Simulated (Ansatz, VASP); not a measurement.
# Two plane-wave programs on MgFe3O

File INCAR:

```
SYSTEM = MgFe3O
ALGO = Fast
EDIFF = 1E-7
EDIFFG = -0.08
ENCUT = 600
GGA = PE
IBRION = 2
ISIF = 3
ISMEAR = 0
ISPIN = 2
LASPH = .True.
LCHARG = .False.
LMAXMIX = 4
LORBIT = 11
LREAL = .False.
LWAVE = .False.
MAGMOM = 0 0 4 4 4 4 4 4 0 0
NELM = 150
NSW = 36
PREC = Accurate
SIGMA = 0.2
```

The input KPOINTS:

```
k-points
0
Gamma
  6 6 2
  0 0 0
```

File POSCAR:

```
MgFe3O
1.0
    2.9200000000      0.0000000000      0.0000000000
    0.0000000000      2.9200000000      0.0000000000
    0.0000000000      0.0000000000     13.4500000000
Mg Fe O
2 6 2
Direct
    0.0000000000      0.5000000000      0.9200000000
    0.5000000000      0.0000000000      0.0800000000
    0.0000000000      0.5000000000      0.2400000000
    0.5000000000      0.0000000000      0.7600000000
    0.5000000000      0.0000000000      0.3440000000
    0.0000000000      0.5000000000      0.4480000000
    0.0000000000      0.5000000000      0.6560000000
    0.5000000000      0.0000000000      0.5520000000
    0.5000000000      0.0000000000      0.9200000000
    0.0000000000      0.5000000000      0.0800000000
```

Input for Ansatz:

```yaml
crystal:
  lattice:
    - [2.92, 0.0, 0.0]
    - [0.0, 2.92, 0.0]
    - [0.0, 0.0, 13.45]
  atoms:
    - { symbol: Mg, position: [0.0, 0.5, 0.92] }
    - { symbol: Mg, position: [0.5, 0.0, 0.08] }
    - { symbol: Fe, position: [0.0, 0.5, 0.24], spin: 4.0 }
    - { symbol: Fe, position: [0.5, 0.0, 0.76], spin: 4.0 }
    - { symbol: Fe, position: [0.5, 0.0, 0.344], spin: 4.0 }
    - { symbol: Fe, position: [0.0, 0.5, 0.448], spin: 4.0 }
    - { symbol: Fe, position: [0.0, 0.5, 0.656], spin: 4.0 }
    - { symbol: Fe, position: [0.5, 0.0, 0.552], spin: 4.0 }
    - { symbol: O, position: [0.5, 0.0, 0.92] }
    - { symbol: O, position: [0.0, 0.5, 0.08] }
basis:
  ecutwfc: 420
kpoints:
  mp_grid: { grid: [6, 6, 2] }
hamiltonian:
  xc: pbe
scf:
  occupations: { method: gaussian, width: 0.2 }
  lower_state_search: "off"
output:
  forces: true
  stress: true
  eigenvalues: true
  populations: true
magnetization:
  spin_polarized: true
relax:
  adjacent_minimum: "off"
  f_tol: 0.08
  max_steps: 16
  cell: { stress_tol: 0.8 }
```

Alike in both runs: task relaxation of cell and atoms; functional PBE; k mesh 6 × 6 × 2; occupations gaussian, width 0.2 eV; collinear spin.

```csv
,VASP,Ansatz
version,VASP 6.6.1,Ansatz 0.2.0
potentials or method,"VASP PAW PBE potentials, release 64 (Mg, Fe, O), cutoff 600 eV","scalar-relativistic, plane waves, PAW"
valence electrons in the cell,64,128
```

VASP gave:

- gap on the k mesh at the Fermi level, each at its own relaxed structure (eV): none
- net moment per atom (μB): 1.52
- size of the moment on the site where the two differ most (μB): 2.79
- relaxed volume (Å³/atom): 11.35
- relaxed cell length with the largest relative difference (Å): 13.325

Question: What did Ansatz give for the same quantities?

Answer: gap on the k mesh at the Fermi level, each at its own relaxed structure (eV): none; net moment per atom (μB): 1.51; size of the moment on the site where the two differ most (μB): 2.70; relaxed volume (Å³/atom): 11.31; relaxed cell length with the largest relative difference (Å): 13.237.

Site moments also hang on the region over which each program counts them. A gap of «none» marks a metal or a gap that the smearing closes. VASP's potentials hold 64 valence electrons a cell and Ansatz's 128, so a difference there can come from the potentials and not from the codes.
